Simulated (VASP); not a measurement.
# Br (Cmce) in VASP: settings compared

Br is run at these levels: LDA, PBEsol, RPBE; tasks: single point.

All numbers are computed with VASP 6.6.1; they aren't measurements. Logs are shortened: lines on timing, memory, paths and dates and some standing lists are left out, and cuts for length are marked.

## Step 1: The cell of the first run

The structure is orthorhombic, space group Cmce (No. 64). The conventional cell has a = 6.726 Å, b = 4.645 Å, c = 8.702 Å, α = 90.00°, β = 90.00°, γ = 90.00°. Within 3.0 Å of Br (site symmetry m) lie 1 Br at 2.29 Å.

## Step 2: Single point, LDA

Contents of INCAR:

```
SYSTEM = Br
PREC = Accurate
ENCUT = 520
EDIFF = 1E-7
ISMEAR = -1
SIGMA = 0.05
LREAL = .False.
LASPH = .True.
NELM = 80
ALGO = Normal
ISIF = 2
LWAVE = .False.
LCHARG = .False.
NBANDS = 22
```

Contents of KPOINTS:

```
regular mesh
0
Gamma
  4 4 2
  0 0 0
```

Contents of POSCAR:

```
Br
1.0
    3.3632500000     -2.3225500000      0.0000000000
    3.3632500000      2.3225500000      0.0000000000
    0.0000000000      0.0000000000      8.7023000000
Br
4
Direct
    0.3651000000      0.6349000000      0.3901000000
    0.1349000000      0.8651000000      0.8901000000
    0.6349000000      0.3651000000      0.6099000000
    0.8651000000      0.1349000000      0.1099000000
```

Potentials or basis: VASP PAW LDA potentials, release 64 (Br).

Command:

```sh
cat potpaw_LDA.64/Br/POTCAR > POTCAR
mpirun -np 1 vasp_std > vasp.out
```

OUTCAR:

```text
SYSTEM = Br
   PREC = Accurate
   ENCUT = 520
   EDIFF = 1E-7
   ISMEAR = -1
   LREAL = .False.
   LASPH = .True.
   NELM = 80
   ISIF = 2

 ion  position               nearest neighbor table
   1  0.365  0.635  0.390-   3 2.29
   2  0.135  0.865  0.890-   4 2.29
   3  0.635  0.365  0.610-   1 2.29
   4  0.865  0.135  0.110-   2 2.29

  LATTYP: Found a base centered orthorhombic cell.
 ALAT       =     4.6451000000
 B/A-ratio  =     1.4480850789
 C/A-ratio  =     1.8734365245

  Lattice vectors:

 A1 = (  -3.3632500000,  -2.3225500000,   0.0000000000)
 A2 = (   3.3632500000,  -2.3225500000,   0.0000000000)
 A3 = (   0.0000000000,   0.0000000000,   8.7023000000)

Analysis of symmetry for initial positions (statically):
=====================================================================
 Subroutine PRICEL returns:
 Original cell was already a primitive cell.

 Routine SETGRP: Setting up the symmetry group for a
 base centered orthorhombic supercell.

 Subroutine GETGRP returns: Found  8 space group operations
 (whereof  4 operations were pure point group operations)
 out of a pool of  8 trial point group operations.

The static configuration has the point symmetry C_2h.
 The point group associated with its full space group is D_2h.

Analysis of symmetry for dynamics (positions and initial velocities):
=====================================================================
 Subroutine PRICEL returns:
 Original cell was already a primitive cell.

 Routine SETGRP: Setting up the symmetry group for a
 base centered orthorhombic supercell.

 Subroutine GETGRP returns: Found  8 space group operations
 (whereof  4 operations were pure point group operations)
 out of a pool of  8 trial point group operations.

The dynamic configuration has the point symmetry C_2h.
 The point group associated with its full space group is D_2h.

 Subroutine INISYM returns: Found  8 space group operations
 (whereof  4 operations are pure point group operations),
 and found     1 'primitive' translations

----------------------------------------------------------------------------------------

                                     Primitive cell

  volume of cell :     135.9528

  direct lattice vectors                    reciprocal lattice vectors
     3.363250000 -2.322550000  0.000000000     0.148665725 -0.215280618  0.000000000
     3.363250000  2.322550000  0.000000000     0.148665725  0.215280618  0.000000000
     0.000000000  0.000000000  8.702300000     0.000000000  0.000000000  0.114912150

  length of vectors
     4.087259359  4.087259359  8.702300000     0.261624239  0.261624239  0.114912150

  position of ions in fractional coordinates (direct lattice)
     0.365100000  0.634900000  0.390100000
     0.134900000  0.865100000  0.890100000
     0.634900000  0.365100000  0.609900000
     0.865100000  0.134900000  0.109900000

  ion indices of the primitive-cell ions
   primitive index   ion index
                 1           1
                 2           2
                 3           3
                 4           4

----------------------------------------------------------------------------------------

 KPOINTS: regular mesh

Automatic generation of k-mesh.
 Grid dimensions read from file:
 generate k-points for:    4    4    2

 Generating k-lattice:

  Cartesian coordinates                     Fractional coordinates (reciprocal lattice)
     0.037166431 -0.053820155  0.000000000     0.250000000  0.000000000  0.000000000
     0.037166431  0.053820155  0.000000000     0.000000000  0.250000000  0.000000000
     0.000000000  0.000000000  0.057456075     0.000000000  0.000000000  0.500000000

  Length of vectors
     0.065406060  0.065406060  0.057456075

  Shift w.r.t. Gamma in fractional coordinates (k-lattice)
     0.000000000  0.000000000  0.000000000

 Subroutine IBZKPT returns following result:
 ===========================================

 Found     14 irreducible k-points:

 Following reciprocal coordinates:
            Coordinates               Weight
  0.000000  0.000000  0.000000      1.000000
  0.250000 -0.000000  0.000000      4.000000
  0.500000 -0.000000  0.000000      2.000000
  0.250000  0.250000  0.000000      2.000000
  0.500000  0.250000  0.000000      4.000000
 -0.250000  0.250000  0.000000      2.000000
  0.500000  0.500000  0.000000      1.000000
  0.000000  0.000000  0.500000      1.000000
  0.250000 -0.000000  0.500000      4.000000
  0.500000 -0.000000  0.500000      2.000000
  0.250000  0.250000  0.500000      2.000000
  0.500000  0.250000  0.500000      4.000000
 -0.250000  0.250000  0.500000      2.000000
  0.500000  0.500000  0.500000      1.000000
   k-points           NKPTS =     14   k-points in BZ     NKDIM =     14   number of bands    NBANDS=     22
   number of dos      NEDOS =    301   number of ions     NIONS =      4
   total plane-waves  NPLWV =  63000
   dimension x,y,z NGX =    30 NGY =   30 NGZ =   70
   dimension x,y,z NGXF=    60 NGYF=   60 NGZF=  140
   ions per type =               4
   NGX,Y,Z   is equivalent  to a cutoff of  12.20, 12.20, 13.37 a.u.
   NGXF,Y,Z  is equivalent  to a cutoff of  24.40, 24.40, 26.75 a.u.
 SYSTEM =  Br
   PREC   = accura    normal or accurate (medium, high low for compatibility)
   ISTART =      0    job   : 0-new  1-cont  2-samecut
   ICHARG =      2    charge: 1-file 2-atom 10-const
   ISPIN  =      1    spin polarized calculation?
   LNONCOLLINEAR =      F non collinear calculations
   LSORBIT =      F    spin-orbit coupling
   LASPH  =      T    aspherical Exc in radial PAW
   ENCUT  =  520.0 eV  38.22 Ry    6.18 a.u.   7.60  7.60 16.18*2*pi/ulx,y,z
   NELM   =     80;   NELMIN=  2; NELMDL= -5     # of ELM steps
   EDIFF  = 0.1E-06   stopping-criterion for ELM
   LREAL  =      F    real-space projection
   EDIFFG = 0.1E-05   stopping-criterion for IOM
   NSW    =      0    number of steps for IOM
   IBRION =     -1    ionic relax: 0-MD 1-quasi-New 2-CG
   NFREE  =      0    steps in history (QN), initial steepest desc. (CG)
   ISIF   =      2    stress and relaxation
   ISYM   =      2    0-nonsym 1-usesym 2-fastsym
   POTIM  = 0.5000    time-step for ionic-motion
   TEBEG  =    0.0;   TEEND  =   0.0 temperature during run
   PSTRESS=    0.0 pullay stress
   NELECT =      28.0000    total number of electrons
   NUPDOWN=      -1.0000    fix difference up-down
   EMIN   =  10.00;   EMAX   =-10.00  energy-range for DOS
   EFERMI =   0.00;   METHOD = LEGACY
   ISMEAR =    -1;   SIGMA  =   0.05  broadening in eV -4-tet -1-fermi 0-gaus
   EFERMI_NEDOS =   21; number of points for ismear=-14 and -15
   IALGO  =     38    algorithm
   IMIX   =      4    mixing-type and parameters
     AMIX     =   0.40;   BMIX     =  1.00
     AMIX_MAG =   1.60;   BMIX_MAG =  1.00
  volume/ion in A,a.u.               =      33.99       229.36
  Fermi-wavevector in a.u.,A,eV,Ry     =   0.966788  1.826965 12.717090  0.934680
  Thomas-Fermi vector in A             =   2.096619
   LORBIT       =      0    0 simple, 1 ext, 2 COOP (PROOUT), +10 PAW based schemes
   GGA     = CA    functional components
   LHFCALC =     F    Hartree Fock is set to
   AEXX    =    0.0000 exact exchange contribution
   IVDW    =     0    specifies the selected vdW correction
   LEPSILON=     F    determine dielectric tensor
   LRPA    =     F    only Hartree local field effects (RPA)
 non-spin polarized calculation
  energy-cutoff  :      520.00
  volume of cell :      135.95
 maximum number of plane-waves:      3697
   NGX = 15   NGY = 15   NGZ = 33

 number of electron      27.9999999 magnetization

 Free energy of the ion-electron system (eV)
  ---------------------------------------------------
  ext. energy  EPLUGINS =         0.00000000
  ---------------------------------------------------
  free energy    TOTEN  =        -8.07400404 eV

  energy without entropy =       -8.07400403  energy(sigma->0) =       -8.07400403

 E-fermi :   0.5246     XC(G=0):  -8.3341

 val. band max:       -0.3813783350   @ k =   0.5000  -0.0000   0.5000
 cond. band min:       1.3543469781   @ k =   0.0000   0.0000   0.0000
 fundamental gap:      1.7357253131
 Fermi energy:         0.5246035429

 k-point     1 :       0.0000    0.0000    0.0000
  band No.  band energies     occupation
      1     -16.3584      2.00000
      2     -16.0408      2.00000
      3     -13.5247      2.00000
      4     -12.8480      2.00000
      5      -5.3783      2.00000
      6      -4.3572      2.00000
[... 14 lines left out ...]
     21       8.3509      0.00000
     22       8.6540      0.00000

 k-point     2 :       0.2500   -0.0000    0.0000
  band No.  band energies     occupation
      1     -16.2394      2.00000
      2     -16.0081      2.00000
      3     -13.4295      2.00000
      4     -12.9575      2.00000
      5      -5.3822      2.00000
      6      -4.6446      2.00000
[... 14 lines left out ...]
     21       8.3255      0.00000
     22       9.0160      0.00000

 k-point     3 :       0.5000   -0.0000    0.0000
  band No.  band energies     occupation
      1     -16.0442      2.00000
      2     -16.0442      2.00000
      3     -13.2040      2.00000
      4     -13.2040      2.00000
      5      -5.2209      2.00000
      6      -5.2209      2.00000
[... 14 lines left out ...]
     21       9.6472      0.00000
     22       9.6472      0.00000
[... 226 lines left out ...]
 k-point    13 :      -0.2500    0.2500    0.5000
  band No.  band energies     occupation
      1     -16.0451      2.00000
      2     -16.0451      2.00000
      3     -13.2033      2.00000
      4     -13.2033      2.00000
      5      -5.0291      2.00000
      6      -5.0291      2.00000
[... 14 lines left out ...]
     21       9.1709      0.00000
     22       9.1714      0.00000

 k-point    14 :       0.5000    0.5000    0.5000
  band No.  band energies     occupation
      1     -16.0113      2.00000
      2     -16.0113      2.00000
      3     -13.0938      2.00000
      4     -13.0938      2.00000
      5      -4.9431      2.00000
      6      -4.9431      2.00000
[... 14 lines left out ...]
     21       8.4275      0.00000
     22       8.4275      0.00000

------------------------ aborting loop because EDIFF is reached ----------------------------------------

  FORCE on cell =-STRESS in cart. coord.  units (eV):
  Direction    XX          YY          ZZ          XY          YZ          ZX
  --------------------------------------------------------------------------------------
  -------------------------------------------------------------------------------------
  Total       -0.9236805     -1.5713846     -0.4981427      0.0000000      0.0000000      0.0000000
  in kB      -10.8853927    -18.5184571     -5.8705138      0.0000000      0.0000000      0.0000000
  external PRESSURE =     -11.7581212 kB  Pullay stress =       0.0000000 kB

 VOLUME and BASIS-vectors are now :
 -----------------------------------------------------------------------------
  energy-cutoff  :      520.00
  volume of cell :      135.95
      direct lattice vectors                 reciprocal lattice vectors
     3.363250000 -2.322550000  0.000000000     0.148665725 -0.215280618  0.000000000
     3.363250000  2.322550000  0.000000000     0.148665725  0.215280618  0.000000000
     0.000000000  0.000000000  8.702300000     0.000000000  0.000000000  0.114912150

 POSITION                                       TOTAL-FORCE (eV/Angst)
 -----------------------------------------------------------------------------------
      3.36325      0.62662      3.39477         0.000000      0.305104     -0.653225
      3.36325      1.69593      7.74592         0.000000     -0.305104     -0.653225
      3.36325     -0.62662      5.30753         0.000000     -0.305104      0.653225
      3.36325     -1.69593      0.95638         0.000000      0.305104      0.653225
 -----------------------------------------------------------------------------------
    total drift:                               -0.000000      0.000000      0.000000

  FREE ENERGIE OF THE ION-ELECTRON SYSTEM (eV)
  ---------------------------------------------------
  free  energy   TOTEN  =        -8.0740040417 eV

  energy  without entropy=       -8.0740040260  energy(sigma->0) =       -8.07400403
```

Run time: 37 s. Hardware: 1 thread of Intel Xeon 8259CL, shared host; peak memory 0.2 GiB.

Results:

- Free energy: -8.0740 eV
- Pressure: -1.2 GPa
- Largest force: 0.721 eV/Å
- Band gap on the k mesh: 1.74 eV (least direct gap 1.77 eV)

Forces in eV/Å, atoms in the order of the input:
```
Br   0.000  0.305 -0.653
Br   0.000 -0.305 -0.653
Br   0.000 -0.305  0.653
Br   0.000  0.305  0.653
```

Stress tensor (GPa, compression positive):
```
-1.09  0.00  0.00
 0.00 -1.85  0.00
 0.00  0.00 -0.59
```

Levels at points of the mesh, in eV from the valence-band top:
```
           k point  band 10  band 11  band 12  band 13  band 14  band 15  band 16  band 17  band 18  band 19
(0.00, 0.00, 0.00)    -1.65    -0.98    -0.38    -0.08    -0.03     1.74     2.52     5.55     6.30     7.08
(0.50, 0.00, 0.00)    -2.03    -0.86    -0.86    -0.26    -0.26     2.43     2.43     6.81     6.81     8.89
(0.50, 0.50, 0.00)    -2.39    -1.40    -1.20    -0.42    -0.02     1.79     2.19     7.02     7.27     7.39
(0.00, 0.00, 0.50)    -1.66    -0.86    -0.86    -0.06    -0.06     1.95     1.95     6.31     6.31     7.98
(0.50, 0.00, 0.50)    -2.08    -0.56    -0.56     0.00     0.00     2.13     2.13     7.12     7.12     8.30
(0.50, 0.50, 0.50)    -2.33    -0.96    -0.96    -0.65    -0.65     1.86     1.86     7.71     7.71     8.80
```

## Step 3: Single point, PBEsol

Contents of INCAR:

```
PREC = Accurate
ENCUT = 520
EDIFF = 1E-7
ISMEAR = -1
SIGMA = 0.05
LREAL = F
LASPH = T
NELM = 80
ALGO = Normal
ISIF = 2
LWAVE = F
LCHARG = T
GGA = PS
LELF = T
LVHAR = T
NBANDS = 22
```

Contents of KPOINTS:

```
Automatic mesh
0
Gamma
  4 4 2
```

POSCAR is that of step 2.

Potentials or basis: VASP PAW PBE potentials, release 64 (Br).

Command:

```sh
cat potpaw_PBE.64/Br/POTCAR > POTCAR
mpirun -np 1 vasp_std > vasp.out
```

Run time: 51 s. Hardware: 1 thread of Intel Xeon 8259CL, shared host; peak memory 0.24 GiB.

Results (log left out):

| Item | Value |
| --- | --- |
| Free energy | -7.1531 eV |
| Pressure | 0.2 GPa |
| Largest force | 0.743 eV/Å |
| Band gap on the k mesh | 1.82 eV (least direct gap 1.86 eV) |

Forces on the atoms (eV/Å):
```
Br   0.000  0.327 -0.667
Br   0.000 -0.327 -0.667
Br   0.000 -0.327  0.667
Br   0.000  0.327  0.667
```

Stress tensor (GPa, compression positive):
```
 0.03  0.00  0.00
 0.00 -0.45  0.00
 0.00  0.00  0.89
```

Levels at points of the mesh, in eV from the valence-band top:
| k point | band 12 | band 13 | band 14 | band 15 | band 16 | band 17 |
| --- | --- | --- | --- | --- | --- | --- |
| (0.00, 0.00, 0.00) | -0.37 | -0.08 | -0.04 | 1.82 | 2.58 | 5.77 |
| (0.50, 0.00, 0.00) | -0.84 | -0.25 | -0.25 | 2.49 | 2.49 | 6.98 |
| (0.50, 0.50, 0.00) | -1.18 | -0.41 | -0.02 | 1.87 | 2.26 | 7.15 |
| (0.00, 0.00, 0.50) | -0.84 | -0.06 | -0.06 | 2.03 | 2.03 | 6.50 |
| (0.50, 0.00, 0.50) | -0.54 | 0.00 | 0.00 | 2.21 | 2.21 | 7.30 |
| (0.50, 0.50, 0.50) | -0.94 | -0.64 | -0.64 | 1.94 | 1.94 | 7.86 |

Caveat: this functional lacks dispersion, which holds the molecules together, so the pressure and a relaxed volume are unreliable; the PAW data sets were made with another functional, which shifts forces and pressure a little.

## Step 4: Single point, RPBE

Contents of INCAR:

```
SYSTEM = Br
ALGO     = Normal         ! electronic algorithm
EDIFF    = 1E-7           ! SCF threshold, eV
ENCUT    = 520            ! plane-wave cutoff, eV
GGA      = RP             ! functional
ISIF     = 2              ! what is computed and relaxed
ISMEAR   = -1             ! smearing method
LASPH    = .True.         ! aspherical terms in the spheres
LCHARG   = .False.        ! write CHGCAR
LREAL    = .False.        ! projectors in reciprocal space
LWAVE    = .False.        ! write WAVECAR
NBANDS   = 22             ! bands
NELM     = 100            ! most SCF steps
PREC     = Accurate       ! precision mode
SIGMA    = 0.05           ! smearing width, eV
```

Contents of KPOINTS:

```
k-points
0
Gamma
  4 4 2
  0 0 0
```

POSCAR is that of step 3.

Command:

```sh
cat potpaw_PBE.64/Br/POTCAR > POTCAR
mpirun -np 1 vasp_std > vasp.out
```

Run time: 63 s. Hardware: 1 thread of Intel Xeon 8259CL, shared host; peak memory 0.24 GiB.

Results (log left out):

| Item | Value |
| --- | --- |
| Free energy | -5.4599 eV |
| Pressure | 3.5 GPa |
| Largest force | 0.852 eV/Å |
| Band gap on the k mesh | 1.95 eV (least direct gap 2.00 eV) |

Forces in eV/Å, atoms in the order of the input:
```
Br   0.000  0.417 -0.743
Br   0.000 -0.417 -0.743
Br   0.000 -0.417  0.743
Br   0.000  0.417  0.743
```

Stress tensor (GPa, compression positive):
```
2.71 0.00 0.00
0.00 3.01 0.00
0.00 0.00 4.71
```

Levels at points of the mesh, in eV from the valence-band top:
```csv
k point,band 12,band 13,band 14,band 15,band 16,band 17
"(0.00, 0.00, 0.00)",-0.35,-0.08,-0.05,1.95,2.67,6.33
"(0.50, 0.00, 0.00)",-0.77,-0.24,-0.24,2.57,2.57,7.41
"(0.50, 0.50, 0.00)",-1.12,-0.38,-0.03,2.00,2.36,7.55
"(0.00, 0.00, 0.50)",-0.80,-0.07,-0.07,2.18,2.18,6.98
"(0.50, 0.00, 0.50)",-0.51,0.00,0.00,2.31,2.31,7.73
"(0.50, 0.50, 0.50)",-0.89,-0.60,-0.60,2.08,2.08,8.26
```

Caveat: the cell stands under pressure; this functional lacks dispersion, which holds the molecules together, so the pressure and a relaxed volume are unreliable; the PAW data sets were made with another functional, which shifts forces and pressure a little.

## Step 5: The runs side by side

```csv
level,potentials or basis,gap on the mesh (eV),pressure (GPa),largest force (eV/Å)
LDA,"VASP PAW LDA potentials, release 64 (Br)",1.74,-1.2,0.72
PBEsol,"VASP PAW PBE potentials, release 64 (Br)",1.82,0.2,0.74
RPBE,"VASP PAW PBE potentials, release 64 (Br)",1.95,3.5,0.85
```

Alike in all rows: task single point; no spin polarisation; cell as given; k mesh 4 × 4 × 2; cutoff (eV) 520; smearing fermi-dirac 0.05 eV.

Caveats: this functional lacks dispersion, which holds the molecules together, so the pressure and a relaxed volume are unreliable (at least some runs); the PAW data sets were made with another functional, which shifts forces and pressure a little (at least some runs); the cell stands under pressure (at least some runs).

Absolute energies hang on the potentials; compare differences alone.
